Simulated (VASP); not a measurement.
Set up this calculation in VASP 6.6.1, as the native input.

```
Task                   : single point
Functional             : PBE
Potentials or basis    : VASP PAW PBE potentials, release 64 (Sr_sv, Ti_sv, O)
Cutoff                 : 520 eV
k mesh                 : 6 × 6 × 6
Occupations            : fermi-dirac, width 0.02 eV
Spin                   : no spin polarisation
Dipole correction      : no
Further INCAR settings : ALGO = Normal; EDIFF = 1e-06; NBANDS = 28
```

The structure of SrTiO3 lies in POSCAR:

```
SrTiO3
1.0
    3.9068515016      0.0000000000      0.0000000000
    0.0000000000      3.9068515016      0.0000000000
    0.0000000000      0.0000000000      4.0240570466
Sr Ti O
1 1 3
Direct
    0.0000000000      0.0000000000      0.0000000000
    0.5000000000      0.5000000000      0.5000000000
    0.5000000000      0.5000000000      0.0000000000
    0.5000000000      0.0000000000      0.5000000000
    0.0000000000      0.5000000000      0.5000000000
```

This cell differs from its parent crystal: uniaxial z strain +3.0%.

The input as run:

INCAR

```
PREC = Accurate ; ENCUT = 520
EDIFF = 1E-6 ; ISMEAR = -1
SIGMA = 0.02 ; LREAL = False
LASPH = True ; NELM = 80
ALGO = Normal ; ISIF = 2
LWAVE = False ; LCHARG = False
GGA = PE ; NBANDS = 28
```

KPOINTS

```
Automatic mesh
0
Gamma
  6 6 6
```

Potentials or basis: VASP PAW PBE potentials, release 64 (Sr_sv, Ti_sv, O).

Launch:

```bash
$ cat potpaw_PBE.64/Sr_sv/POTCAR potpaw_PBE.64/Ti_sv/POTCAR potpaw_PBE.64/O/POTCAR > POTCAR
$ mpirun -np 1 vasp_std > vasp.out
```

Results of the run:

| Item | Value |
| --- | --- |
| Pressure | -0.3 GPa |
| Band gap on the k mesh | 1.74 eV (least direct gap 2.15 eV) |

Caveat: the cell differs from its parent crystal (uniaxial z strain +3.0%).

It took 100 s on 1 thread of Intel Xeon 8259CL (shared host), peak memory 0.22 GiB.
